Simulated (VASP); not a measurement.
The system is Cd3HgSe4.

```
Cd Hg Se
1.0
     4.21667    0.00000    0.00000
     0.00000    4.21667    0.00000
     0.00000    0.00000   11.92655
Cd Hg Se
3 1 4
Direct
  0.00000 0.00000 0.00000
  0.50000 0.50000 0.25000
  0.50000 0.50000 0.75000
  0.00000 0.00000 0.50000
  0.50000 0.00000 0.12500
  0.00000 0.50000 0.37500
  0.50000 0.00000 0.62500
  0.00000 0.50000 0.87500
```

```yaml
Program: VASP 6.6.1
Task: relaxation of cell and atoms
Functional: PBE
Potentials_or_basis: VASP PAW PBE potentials, release 64 (Cd, Hg, Se)
Cutoff: 600 eV
k_mesh: 4 × 4 × 2
Occupations: gaussian, width 0.1 eV
Spin: no spin polarisation
```

At the start: pressure 7.7 GPa; volume 26.51 Å³/atom.

Q: Where does the relaxation end?

A: Over 8 steps the energy falls by 78.9 meV/atom and the volume is 30.13 Å³/atom (+13.7 %); space group P-4m2 (No. 115, to 0.1 Å) before and after.

The path:
```csv
step,energy change (eV),largest force (eV/Å),pressure (GPa),volume (Å³)
1,0.0000,0.2457,7.75,212.06
2,-0.5499,0.0608,-1.93,253.88
3,-0.6282,0.0940,0.03,241.26
4,-0.6281,0.0920,-0.08,241.87
5,-0.6291,0.0652,-0.08,241.85
6,-0.6306,0.0457,-0.06,241.76
7,-0.6307,0.0483,-0.06,241.75
8,-0.6312,0.0252,0.06,241.07
```

Final structure:
```yaml
crystal:
  lattice:
    - [4.41541, 0.00000, 0.00000]
    - [0.00000, 4.41541, 0.00000]
    - [0.00000, 0.00000, 12.36543]
  atoms:
    - { symbol: Cd, position: [0.00000, 0.00000, 0.00000] }
    - { symbol: Cd, position: [0.50000, 0.50000, 0.24923] }
    - { symbol: Cd, position: [0.50000, 0.50000, 0.75078] }
    - { symbol: Hg, position: [0.00000, 0.00000, 0.50000] }
    - { symbol: Se, position: [0.50000, 0.00000, 0.12482] }
    - { symbol: Se, position: [0.00000, 0.50000, 0.37273] }
    - { symbol: Se, position: [0.50000, 0.00000, 0.62727] }
    - { symbol: Se, position: [0.00000, 0.50000, 0.87518] }
```
